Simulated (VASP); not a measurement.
# KI (Pm-3m) in VASP: notebook, part 3 of 3

VASP 6.6.1. Earlier steps stand in the parts before.

**5. Single point, r2SCAN**

POSCAR reads:

```
KI
1.0
    4.2910852121      0.0000000000      0.0000000000
    0.0000000000      4.2910852121      0.0000000000
    0.0000000000      0.0000000000      4.2910852121
K I
1 1
Direct
    0.0000000000      0.0000000000      0.0000000000
    0.5000000000      0.5000000000      0.5000000000
```

INCAR.step1 reads:

```
SYSTEM = KI
  PREC = Accurate
  ENCUT = 520
  ISMEAR = 0
  SIGMA = 0.01
  LREAL = .False.
  LASPH = .True.
  NELM = 100
  NBANDS = 15
  GGA = PE
  ALGO = Normal
  EDIFF = 1E-4
  LWAVE = .True.
  LCHARG = .False.
```

INCAR.step2 reads:

```
SYSTEM = KI
  PREC = Accurate
  ENCUT = 520
  EDIFF = 1E-6
  ISMEAR = 0
  SIGMA = 0.01
  LREAL = .False.
  LASPH = .True.
  NELM = 100
  ALGO = Normal
  ISIF = 2
  LWAVE = .False.
  LCHARG = .True.
  METAGGA = R2SCAN
  LMIXTAU = .True.
  LELF = .True.
  LVHAR = .True.
  NBANDS = 15
  ISTART = 1
```

KPOINTS reads:

```
Automatic mesh
0
Gamma
  4 4 4
  0 0 0
```

Potentials or basis: VASP PAW PBE potentials, release 64 (K_sv, I).

Launch:

```
cat potpaw_PBE.64/K_sv/POTCAR potpaw_PBE.64/I/POTCAR > POTCAR
cp INCAR.step1 INCAR
mpirun -np 1 vasp_std > vasp.out
cp INCAR.step2 INCAR
mpirun -np 1 vasp_std > vasp.out
```

OUTCAR:

```text
SYSTEM = KI
   PREC = Accurate
   ENCUT = 520
   EDIFF = 1E-6
   ISMEAR = 0
   LREAL = .False.
   LASPH = .True.
   NELM = 100
   ISIF = 2
   METAGGA = R2SCAN
   ISTART = 1

 ion  position               nearest neighbor table
   1  0.000  0.000  0.000-
   2  0.500  0.500  0.500-

  LATTYP: Found a simple cubic cell.
 ALAT       =     4.2910852121

  Lattice vectors:

 A1 = (   4.2910852121,   0.0000000000,   0.0000000000)
 A2 = (   0.0000000000,   4.2910852121,   0.0000000000)
 A3 = (   0.0000000000,   0.0000000000,   4.2910852121)

Analysis of symmetry for initial positions (statically):
=====================================================================
 Subroutine PRICEL returns:
 Original cell was already a primitive cell.

 Routine SETGRP: Setting up the symmetry group for a
 simple cubic supercell.

 Subroutine GETGRP returns: Found 48 space group operations
 (whereof 48 operations were pure point group operations)
 out of a pool of 48 trial point group operations.

The static configuration has the point symmetry O_h .

Analysis of symmetry for dynamics (positions and initial velocities):
=====================================================================
 Subroutine PRICEL returns:
 Original cell was already a primitive cell.

 Routine SETGRP: Setting up the symmetry group for a
 simple cubic supercell.

 Subroutine GETGRP returns: Found 48 space group operations
 (whereof 48 operations were pure point group operations)
 out of a pool of 48 trial point group operations.

The dynamic configuration has the point symmetry O_h .

 Subroutine INISYM returns: Found 48 space group operations
 (whereof 48 operations are pure point group operations),
 and found     1 'primitive' translations

----------------------------------------------------------------------------------------

                                     Primitive cell

  volume of cell :      79.0135

[... 101 lines left out ...]
   IVDW    =     0    specifies the selected vdW correction
   LEPSILON=     F    determine dielectric tensor
   LRPA    =     F    only Hartree local field effects (RPA)
 non-spin polarized calculation
 Gauss-broadening in eV      SIGMA  =   0.01
  energy-cutoff  :      520.00
  volume of cell :       79.01
 maximum number of plane-waves:      2176
 NGX is ok and might be reduce to    32
   NGX = 15   NGY = 15   NGZ = 15

 number of electron      16.0000003 magnetization

 Free energy of the ion-electron system (eV)
  ---------------------------------------------------
  ext. energy  EPLUGINS =         0.00000000
  ---------------------------------------------------
  free energy    TOTEN  =       -33.85719171 eV

  energy without entropy =      -33.85719171  energy(sigma->0) =      -33.85719171

 E-fermi :   0.6318     XC(G=0):  -8.0457

 val. band max:        0.5831517767   @ k =   0.5000   0.5000   0.0000
 cond. band min:       4.6198571533   @ k =   0.0000   0.0000   0.0000
 fundamental gap:      4.0367053766
 Fermi energy:         0.6318361957

 k-point     1 :       0.0000    0.0000    0.0000
  band No.  band energies     occupation
      1     -30.0095      2.00000
      2     -12.6916      2.00000
      3     -12.6916      2.00000
      4     -12.6916      2.00000
      5     -10.9062      2.00000
      6       0.2139      2.00000
      7       0.2139      2.00000
      8       0.2139      2.00000
      9       4.6199      0.00000
     10       5.8348      0.00000
     11       5.8348      0.00000
     12       9.6771      0.00000
     13       9.6771      0.00000
     14       9.6771      0.00000
[... 149 lines left out ...]
      2     -12.7534      2.00000
      3     -12.7534      2.00000
      4     -12.7534      2.00000
      5     -10.3447      2.00000
      6      -1.1033      2.00000
      7      -1.1033      2.00000
      8      -1.1033      2.00000
      9       6.7151      0.00000
     10       6.7151      0.00000
     11       6.7151      0.00000
     12      10.2069      0.00000
     13      10.2069      0.00000
     14      10.2069      0.00000
     15      10.7829      0.00000

------------------------ aborting loop because EDIFF is reached ----------------------------------------

  FORCE on cell =-STRESS in cart. coord.  units (eV):
  Direction    XX          YY          ZZ          XY          YZ          ZX
  --------------------------------------------------------------------------------------
  -------------------------------------------------------------------------------------
  Total        0.0315392      0.0315392      0.0315392      0.0000000      0.0000000     -0.0000000
  in kB        0.6395276      0.6395276      0.6395276      0.0000000      0.0000000     -0.0000000
  external PRESSURE =       0.6395276 kB  Pullay stress =       0.0000000 kB

 VOLUME and BASIS-vectors are now :
 -----------------------------------------------------------------------------
  energy-cutoff  :      520.00
  volume of cell :       79.01
      direct lattice vectors                 reciprocal lattice vectors
     4.291085212  0.000000000  0.000000000     0.233041282  0.000000000  0.000000000
     0.000000000  4.291085212  0.000000000     0.000000000  0.233041282  0.000000000
     0.000000000  0.000000000  4.291085212     0.000000000  0.000000000  0.233041282

 POSITION                                       TOTAL-FORCE (eV/Angst)
 -----------------------------------------------------------------------------------
      0.00000      0.00000      0.00000         0.000000      0.000000      0.000000
      2.14554      2.14554      2.14554         0.000000      0.000000      0.000000
 -----------------------------------------------------------------------------------
    total drift:                                0.000000      0.000000     -0.000000

  FREE ENERGIE OF THE ION-ELECTRON SYSTEM (eV)
  ---------------------------------------------------
  free  energy   TOTEN  =       -33.8571917057 eV

  energy  without entropy=      -33.8571917057  energy(sigma->0) =      -33.85719171
```

OUTCAR.step1:

```text
SYSTEM = KI
   PREC = Accurate
   ENCUT = 520
   ISMEAR = 0
   LREAL = .False.
   LASPH = .True.
[... 385 lines left out ...]
      0.00000      0.00000      0.00000         0.000000      0.000000      0.000000
      2.14554      2.14554      2.14554         0.000000      0.000000      0.000000
 -----------------------------------------------------------------------------------
    total drift:                                0.000000      0.000000     -0.000000

  FREE ENERGIE OF THE ION-ELECTRON SYSTEM (eV)
  ---------------------------------------------------
  free  energy   TOTEN  =        -5.4123618425 eV

  energy  without entropy=       -5.4123618425  energy(sigma->0) =       -5.41236184
```

OSZICAR.step1:

```text
N       E                     dE             d eps       ncg     rms          rms(c)
DAV:   1     0.915119073222E+02    0.91512E+02   -0.64665E+03   300   0.906E+02
DAV:   2     0.126766670372E+00   -0.91385E+02   -0.85396E+02   391   0.219E+02
DAV:   3    -0.527114474598E+01   -0.53979E+01   -0.53705E+01   442   0.466E+01
DAV:   4    -0.552128893349E+01   -0.25014E+00   -0.25010E+00   458   0.865E+00
DAV:   5    -0.552330956446E+01   -0.20206E-02   -0.20206E-02   426   0.899E-01    0.268E+00
DAV:   6    -0.542969232719E+01    0.93617E-01   -0.67945E-02   391   0.175E+00    0.193E+00
DAV:   7    -0.540957746822E+01    0.20115E-01   -0.91747E-02   384   0.174E+00    0.744E-01
DAV:   8    -0.541215737085E+01   -0.25799E-02   -0.13461E-02   358   0.749E-01    0.151E-01
DAV:   9    -0.541230043483E+01   -0.14306E-03   -0.50296E-04   419   0.150E-01    0.724E-02
DAV:  10    -0.541236184253E+01   -0.61408E-04   -0.79296E-05   330   0.585E-02
   1 F= -.54123618E+01 E0= -.54123618E+01  d E =-.209640E-33
```

Run time: 35 s. Hardware: 1 thread of Intel Xeon Platinum 8375C at 2.90GHz (Ice Lake), shared host; peak memory 0.19 GiB.

Results:

| Quantity | Value |
| --- | --- |
| Free energy | -33.8572 eV |
| Pressure | 0.1 GPa |
| Band gap on the k mesh | 4.04 eV, indirect (least direct gap 4.41 eV) |

Caveat: the PAW data sets were made with another functional, which shifts forces and pressure a little; spin-orbit coupling is left out, which moves the levels of the heavy elements. A k mesh can miss the band edges.

**6. Single point, HSE06**

POSCAR is that of step 5.

INCAR.step1 reads:

```
SYSTEM = KI
PREC = Accurate
ENCUT = 520
EDIFF = 1E-5
ISMEAR = 0
SIGMA = 0.01
LREAL = .False.
LASPH = .True.
NELM = 60
ALGO = Normal
ISIF = 2
LWAVE = .True.
LCHARG = .False.
GGA = PE
NBANDS = 15
```

INCAR.step2 reads:

```
SYSTEM = KI
PREC = Accurate
ENCUT = 520
EDIFF = 1E-6
ISMEAR = 0
SIGMA = 0.01
LREAL = .False.
LASPH = .True.
NELM = 60
ALGO = Normal
ISIF = 2
LWAVE = .False.
LCHARG = .False.
GGA = PE
LHFCALC = .True.
HFSCREEN = 0.2079
PRECFOCK = Normal
ISTART = 1
NBANDS = 15
```

KPOINTS reads:

```
regular mesh
0
Gamma
  4 4 4
  0 0 0
```

Potentials or basis: VASP PAW PBE potentials, release 64 (K_sv, I).

Launch:

```
cat potpaw_PBE.64/K_sv/POTCAR potpaw_PBE.64/I/POTCAR > POTCAR
cp INCAR.step1 INCAR
mpirun -np 1 vasp_std > vasp.out
cp INCAR.step2 INCAR
mpirun -np 1 vasp_std > vasp.out
```

Wall time 5.8 min (1 thread of Intel Xeon Platinum 8375C at 2.90GHz (Ice Lake), shared host); peak memory 0.29 GiB.

Results (log left out):

```yaml
Free_energy: -6.2561 eV
Pressure: 0.3 GPa
Band_gap_on_the_k_mesh: 4.30 eV, indirect (least direct gap 4.69 eV)
```

Levels at points of the mesh, in eV from the valence-band top:
| k point | band 5 | band 6 | band 7 | band 8 | band 9 | band 10 | band 11 | band 12 |
| --- | --- | --- | --- | --- | --- | --- | --- | --- |
| (0.00, 0.00, 0.00) | -12.11 | -0.39 | -0.39 | -0.39 | 4.30 | 5.79 | 5.79 | 9.81 |
| (0.50, 0.00, 0.00) | -11.77 | -2.44 | -0.30 | -0.30 | 6.48 | 7.39 | 8.06 | 8.22 |
| (0.50, 0.50, 0.00) | -11.72 | -1.85 | -1.85 | 0.00 | 4.88 | 6.80 | 8.02 | 8.02 |
| (0.50, 0.50, 0.50) | -11.52 | -1.78 | -1.78 | -1.78 | 6.60 | 6.60 | 6.60 | 10.32 |

Caveat: the PAW data sets were made with another functional, which shifts forces and pressure a little; spin-orbit coupling is left out, which moves the levels of the heavy elements.

**7. Summary**

```csv
level,potentials or basis,grid for exact exchange (PRECFOCK),screening parameter,gap on the mesh (eV),pressure (GPa)
LDA,"VASP PAW LDA potentials, release 64 (K_sv, I)",-,-,2.99,-1.6
PBE,"VASP PAW PBE potentials, release 64 (K_sv, I)",-,-,3.33,0.6
r2SCAN,"VASP PAW PBE potentials, release 64 (K_sv, I)",-,-,4.04,0.1
HSE06,"VASP PAW PBE potentials, release 64 (K_sv, I)",Normal,0.2079 1/Å,4.30,0.3
```

Alike in all rows: task single point; no spin polarisation; cell as given; k mesh 4 × 4 × 4; cutoff (eV) 520; smearing gaussian 0.01 eV.

Caveats: spin-orbit coupling is left out, which moves the levels of the heavy elements; the PAW data sets were made with another functional, which shifts forces and pressure a little (some runs).

Absolute energies hang on the potentials; compare differences alone.
